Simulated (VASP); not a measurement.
# BaTiO3 (Barioperovskite): single point with PBEsol+U

BaTiO3 (Barioperovskite):

```xyz
5
Lattice="3.9855 0.0000 0.0000 0.0000 2.8369 2.8451 0.0000 -2.8369 2.8451" Properties=species:S:1:pos:R:3 pbc="T T T"
Ba    0.0000    0.0000    0.0000
Ti    1.9928    0.0000    2.9157
O     0.0000    0.0000    2.7735
O     1.9928   -1.3804    4.2594
O     1.9928    1.3804    4.2594
```

* Program: VASP 6.6.1
* Task: single point
* Functional: PBEsol
* Potentials or basis: VASP PAW PBE potentials, release 64 (Ba_sv, Ti_sv, O)
* Cutoff: 520 eV
* k mesh: 3 × 3 × 3
* Occupations: gaussian, width 0.01 eV
* Spin: no spin polarisation
* Hubbard terms: Ti d U = 1.0 eV
* Dipole correction: no
* Further INCAR settings: ALGO = Normal; EDIFF = 1e-06; NBANDS = 28

```json
{
 "Pressure": "-1.1 GPa",
 "Largest force": "0.383 eV/Å",
 "Band gap on the k mesh": "2.07 eV, direct"
}
```

Forces on the atoms (eV/Å):
```
Ba   0.000  0.000  0.169
Ti   0.000  0.000  0.383
O    0.000  0.000  0.080
O    0.000 -0.013 -0.316
O    0.000  0.013 -0.316
```

Stress tensor (GPa, compression positive):
```
-1.14  0.00  0.00
 0.00 -0.71  0.00
 0.00  0.00 -1.39
```

Levels at points of the mesh, in eV from the valence-band top:
| k point | band 17 | band 18 | band 19 | band 20 | band 21 | band 22 | band 23 | band 24 |
| --- | --- | --- | --- | --- | --- | --- | --- | --- |
| (0.00, 0.00, 0.00) | -0.90 | -0.15 | -0.05 | 0.00 | 2.07 | 2.14 | 2.29 | 4.21 |

Eigenvalues of the final occupation matrices:
| site | spin | trace | eigenvalues |
| --- | --- | --- | --- |
| site 2 d | 1 | 0.85 | 0.12 0.12 0.13 0.24 0.24 |
| site 2 d | 2 | 0.85 | 0.12 0.12 0.13 0.24 0.24 |

It took 29 s on 1 thread of Intel Xeon 6975P-C, on a shared host, peak memory 0.17 GiB.

Caveat: the k points lie up to 0.53 Å⁻¹ apart; the PAW data sets were made with another functional, which shifts forces and pressure a little; spin-orbit coupling is left out, which moves the levels of the heavy elements. A k mesh can miss the band edges.
